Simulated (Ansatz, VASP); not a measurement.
# Si in VASP and in Ansatz

INCAR

```
PREC     = Accurate       # precision mode
ENCUT    = 520            # plane-wave cutoff, eV
EDIFF    = 1E-6           # SCF threshold, eV
ISMEAR   = -1             # smearing method
SIGMA    = 0.02           # smearing width, eV
LREAL    = False          # projectors in reciprocal space
LASPH    = True           # aspherical terms in the spheres
NELM     = 80             # most SCF steps
ALGO     = Normal         # electronic algorithm
ISIF     = 2              # what is computed and relaxed
LWAVE    = False          # write WAVECAR
LCHARG   = False          # write CHGCAR
GGA      = PE             # functional
NBANDS   = 11             # bands
```

KPOINTS

```
regular mesh
0
Gamma
  8 8 8
```

Contents of POSCAR:

```
Si
1.0
    0.0000000000      2.7221197381      2.7221197381
    2.6946263287      0.0000000000      2.7221197381
    2.6946263287      2.7221197381      0.0000000000
Si
2
Direct
    0.2500000000      0.2500000000      0.2500000000
    0.0000000000      0.0000000000      0.0000000000
```

Input for Ansatz:

```yaml
crystal:
  lattice:
    - [0.0, 2.7221197381, 2.7221197381]
    - [2.6946263287, 0.0, 2.7221197381]
    - [2.6946263287, 2.7221197381, 0.0]
  atoms:
    - { symbol: Si, position: [0.25, 0.25, 0.25] }
    - { symbol: Si, position: [0.0, 0.0, 0.0] }
kpoints:
  mp_grid: { grid: [8, 8, 8] }
  band_path:
    path:
      - [0.0, 0.0, 0.0]
      - [0.5, 0.0, 0.5]
      - [0.625, 0.25, 0.625]
      - [0.375, 0.375, 0.75]
      - [0.5, 0.5, 0.5]
      - [0.5, 0.25, 0.75]
      - [0.0, 0.419271, 0.419271]
    npoints: 1
hamiltonian:
  xc: pbe
scf:
  occupations: { method: fermi_dirac, width: 0.02 }
  n_extra_bands: 4
output:
  forces: true
  stress: true
  eigenvalues: true
```

Change from the starting cell: uniaxial_x strain -1.0%.

Alike in both runs: task single point; functional PBE; k mesh 8 × 8 × 8; occupations fermi-dirac, width 0.02 eV; no spin polarisation.

|  | VASP | Ansatz |
| --- | --- | --- |
| version | VASP 6.6.1 | Ansatz 0.2.0 |
| potentials or method | VASP PAW PBE potentials, release 64 (Si) | plane waves, PAW |
| plane-wave cutoff (eV) | 520 | 420 |
| valence electrons in the cell | 8 | 8 |

|  | VASP | Ansatz | Ansatz less VASP |
| --- | --- | --- | --- |
| pressure (GPa) | 2.2 | 2.3 | +0.08 |
| traceless stress, the component that is largest in VASP (GPa) | 0.64 | 0.64 | -0.002 |

With one functional, cell and mesh, what is left measures potentials, basis and numerics.
